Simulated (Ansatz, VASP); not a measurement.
## Two plane-wave programs on WS2

File INCAR:

```
ALGO = Normal
EDIFF = 1E-7
ENCUT = 520
GGA = PS
ISIF = 2
ISMEAR = 0
IVDW = 12
LASPH = True
LCHARG = False
LREAL = False
LWAVE = False
NBANDS = 20
NELM = 60
PREC = Accurate
SIGMA = 0.05
```

KPOINTS

```
k-points
0
Gamma
  12 12 12
```

The input POSCAR:

```
WS2
1.0
    1.5790003843      0.9116362969      6.1633300000
   -1.5790003843      0.9116362969      6.1633300000
    0.0000000000     -1.8232725938      6.1633300000
W S
1 2
Direct
    0.0162249953      0.0162249953      0.0162249953
    0.7503000000      0.7503000000      0.7503000000
    0.5810000000      0.5810000000      0.5810000000
```

Input for Ansatz:

```yaml
crystal:
  lattice:
    - [1.5790003843, 0.9116362969, 6.16333]
    - [-1.5790003843, 0.9116362969, 6.16333]
    - [0.0, -1.8232725938, 6.16333]
  atoms:
    - { symbol: W, position: [0.0162249953, 0.0162249953, 0.0162249953] }
    - { symbol: S, position: [0.7503, 0.7503, 0.7503] }
    - { symbol: S, position: [0.581, 0.581, 0.581] }
basis:
  ecutwfc: 420
kpoints:
  mp_grid: { grid: [12, 12, 12] }
hamiltonian:
  xc: pbesol
  dispersion: d3bj
scf:
  occupations: { method: gaussian, width: 0.05 }
output:
  forces: true
  stress: true
  eigenvalues: true
  write_density: true
  write_potential: true
  elf: true
  volumetric_format: npy
```

Alike in both runs: task single point; functional PBEsol; dispersion D3(BJ); k mesh 12 × 12 × 12; occupations gaussian, width 0.05 eV; no spin polarisation.

|  | VASP | Ansatz |
| --- | --- | --- |
| version | VASP 6.6.1 | Ansatz 0.2.0 |
| potentials or method | VASP PAW PBE potentials, release 64 (W_sv, S), cutoff 520 eV | scalar-relativistic, plane waves, PAW |
| valence electrons in the cell | 26 | 26 |

|  | VASP | Ansatz | Ansatz less VASP |
| --- | --- | --- | --- |
| gap on the k mesh at the Fermi level (eV) | none | none | - |
| pressure (GPa) | 5.4 | 5.2 | -0.15 |
| traceless stress, the component that is largest in VASP (GPa) | -4.45 | -4.52 | -0.071 |
| rms of the force components (eV/Å) | 3.772 | 3.739 | -0.0334 |

VASP's potentials were made for PBE, not for PBEsol. Atom by atom the forces differ by 0.034 eV/Å (rms over components). A gap of «none» marks a metal or a gap that the smearing closes.

Spin-orbit coupling is off throughout.
